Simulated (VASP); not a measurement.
**BAs: single point with PBE**

Crystal: BAs.

```
CELL_PARAMETERS angstrom
4.29627 0.00000 0.00000
0.00000 4.29627 0.00000
0.00000 0.00000 12.98153
ATOMIC_POSITIONS crystal
B 0.43203 0.88390 0.93858
B 0.38390 0.06797 0.18858
B 0.06797 0.38390 0.81142
B 0.88390 0.43203 0.06142
B 0.56797 0.11610 0.43858
B 0.61610 0.93203 0.68858
B 0.93203 0.61610 0.31142
B 0.11610 0.56797 0.56142
As 0.06797 0.61610 0.93858
As 0.11610 0.43203 0.18858
As 0.43203 0.11610 0.81142
As 0.61610 0.06797 0.06142
As 0.93203 0.38390 0.43858
As 0.88390 0.56797 0.68858
As 0.56797 0.88390 0.31142
As 0.38390 0.93203 0.56142
```

The cell was generated, and may not be a known phase.

| Quantity | Value |
| --- | --- |
| Program | VASP 6.6.1 |
| Task | single point |
| Functional | PBE |
| Potentials or basis | VASP PAW PBE potentials, release 64 (B, As) |
| Cutoff | 520 eV |
| k mesh | 4 × 4 × 2 |
| Occupations | gaussian, width 0.1 eV |
| Spin | no spin polarisation |
| Dipole correction | no |
| Further INCAR settings | LREAL = Auto; ALGO = Normal; EDIFF = 1e-06; NBANDS = 46 |

| Property | Result |
| --- | --- |
| Pressure | 13.4 GPa |
| Largest force | 0.866 eV/Å |
| Band gap on the k mesh | zero (bands 32 and 33 overlap by 0.26 eV) |

Forces in eV/Å, atoms in the order of the input:
```
B   -0.314 -0.544  0.597
B   -0.544  0.314  0.597
B    0.314 -0.544 -0.597
B   -0.544 -0.314 -0.597
B    0.314  0.544  0.597
B    0.544 -0.314  0.597
B   -0.314  0.544 -0.597
B    0.544  0.314 -0.597
As  -0.299  0.498  0.582
As   0.498  0.299  0.582
As   0.299  0.498 -0.582
As   0.498 -0.299 -0.582
As   0.299 -0.498  0.582
As  -0.498 -0.299  0.582
As  -0.299 -0.498 -0.582
As  -0.498  0.299 -0.582
```

Stress tensor (GPa, compression positive):
```
 7.03  0.00  0.00
 0.00  7.03  0.00
 0.00  0.00 26.26
```

Levels at points of the mesh, in eV from the Fermi level:
```tsv
k point	band 30	band 31	band 32	band 33	band 34	band 35
(0.00, 0.00, 0.00)	-1.09	-0.90	0.04	0.24	0.31	0.31
(0.50, 0.00, 0.00)	-1.32	-0.75	-0.75	0.22	0.22	0.49
(0.50, 0.50, 0.00)	-1.07	0.27	0.27	2.57	2.57	2.76
(0.00, 0.00, 0.50)	-1.40	-0.51	-0.51	0.26	0.26	0.43
(0.50, 0.00, 0.50)	-1.42	-0.86	-0.86	0.28	0.28	0.48
(0.50, 0.50, 0.50)	-0.25	-0.25	-0.25	2.64	2.64	2.64
```

It took 2.4 min on 1 thread of AMD EPYC 7R13 Processor (Zen 3), on a shared host, peak memory 0.28 GiB.

Caveat: the k points lie up to 0.37 Å⁻¹ apart; semilocal functionals underestimate gaps, and a narrow one can read as zero.
